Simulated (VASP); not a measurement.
Write the native input for VASP 6.6.1 that does the following.

```yaml
Task: relaxation of cell and atoms
Functional: PBE
Potentials_or_basis: VASP PAW PBE potentials, release 64 (Nd_3, Hf_pv), 4f in core
Cutoff: 500 eV
k_mesh: 6 × 6 × 6
Occupations: gaussian, width 0.2 eV
Spin: no spin polarisation
Dipole_correction: no
Further_INCAR_settings: ALGO = Normal; EDIFF = 1e-07; IBRION = 2; EDIFFG = -0.08; NSW = 36; ISIF = 3
```

The structure of NdHf lies in POSCAR:

```
NdHf
1.0
   -2.1482097100      2.1482097100      3.0480291600
    2.1482097100     -2.1482097100      3.0480291600
    2.1482097100      2.1482097100     -3.0480291600
Nd Hf
1 1
Direct
    0.5000000000      0.5000000000      0.0000000000
    0.0000000000      0.0000000000      0.0000000000
```

The cell was generated, and may not be a known phase.

One way to write it, as run:

INCAR

```
SYSTEM = NdHf
PREC = Accurate
ENCUT = 500
EDIFF = 1E-7
ISMEAR = 0
SIGMA = 0.2
LREAL = .False.
LASPH = .True.
NELM = 200
ALGO = Normal
ISIF = 3
LWAVE = .False.
LCHARG = .False.
GGA = PE
IBRION = 2
NSW = 36
EDIFFG = -0.08
GGA_COMPAT = .False.
NELMIN = 4
LMAXMIX = 6
```

KPOINTS

```
Automatic mesh
0
Gamma
  6 6 6
  0 0 0
```

Potentials or basis: VASP PAW PBE potentials, release 64 (Nd_3, Hf_pv), 4f in core.

Launch:

```console
$ cat potpaw_PBE.64/Nd_3/POTCAR potpaw_PBE.64/Hf_pv/POTCAR > POTCAR
$ mpirun -np 1 vasp_std > vasp.out
```

Results of the run:

- Relaxed volume: 30.38 Å³/atom
- Relaxed cell: a = 4.413 Å, b = 4.413 Å, c = 4.413 Å, α = 120.03°, β = 120.03°, γ = 89.94°
- Space group after relaxing (to 0.1 Å): Fm-3m (No. 225)
- Energy gained by relaxing: 25.1 meV/atom
- Ionic steps: 3
- Pressure after relaxing: 0.0 GPa
- Band gap on the k mesh: zero (an odd number of electrons rules out a gap without spin polarisation)

Caveat: spin-orbit coupling is left out, which moves the levels of the heavy elements; the 4f electrons are frozen in the core, so they carry no moment and show no levels.

It took 51 s on 1 thread of AMD EPYC 7R13 Processor (Zen 3), with other jobs on the host, peak memory 0.17 GiB.
